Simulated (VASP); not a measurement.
Input of a VASP 6.6.1 run:

Contents of INCAR:

```
PREC = Accurate
ENCUT = 400
EDIFF = 1E-6
ISMEAR = 0
SIGMA = 0.1
LREAL = False
LASPH = True
NELM = 120
ALGO = Normal
ISIF = 2
LWAVE = False
LCHARG = False
LDIPOL = True
IDIPOL = 3
DIPOL = 0.5 0.5 0.289
GGA = PE
NBANDS = 40
GGA_COMPAT = False
NELMDL = -8
```

KPOINTS

```
regular mesh
0
Gamma
  4 4 1
```

File POSCAR:

```
Na4H
1.0
    7.2665054626      0.0000000000      0.0000000000
   -2.4221684875      6.8509270508      0.0000000000
    0.0000000000      0.0000000000     20.9665384335
Na H
8 2
Direct
    0.2500000000      0.2500000000      0.1907801811
    0.2500000000      0.7500000000      0.1907801811
    0.7500000000      0.2500000000      0.1907801811
    0.7500000000      0.7500000000      0.1907801811
    0.0000000000      0.0000000000      0.3322693660
    0.0000000000      0.5000000000      0.3322693660
    0.5000000000      0.0000000000      0.3322693660
    0.5000000000      0.5000000000      0.3322693660
    0.1219409038      0.3333333333      0.3995193799
    0.2113924295      0.3333333333      0.3995193799
```

Potentials or basis: VASP PAW PBE potentials, release 64 (Na_pv, H).

Run with:

```bash
$ cat potpaw_PBE.64/Na_pv/POTCAR potpaw_PBE.64/H/POTCAR > POTCAR
$ mpirun -np 1 vasp_std > vasp.out
```

Problem. What does it give for the band gap on the k mesh?

Solution. Zero (bands 29 and 30 overlap by 0.61 eV).

Problem. Predict the largest force.

Solution. 5.025 eV/Å.

Forces on the atoms (eV/Å):
```
Na   0.009 -0.004  0.013
Na   0.001  0.003  0.036
Na  -0.003 -0.001  0.029
Na  -0.003  0.000  0.011
Na  -0.016 -0.205 -0.124
Na  -0.278  0.231 -0.270
Na   0.019  0.004 -0.023
Na   0.247  0.127 -0.171
H   -4.997 -0.100  0.334
H    5.022 -0.056  0.165
```
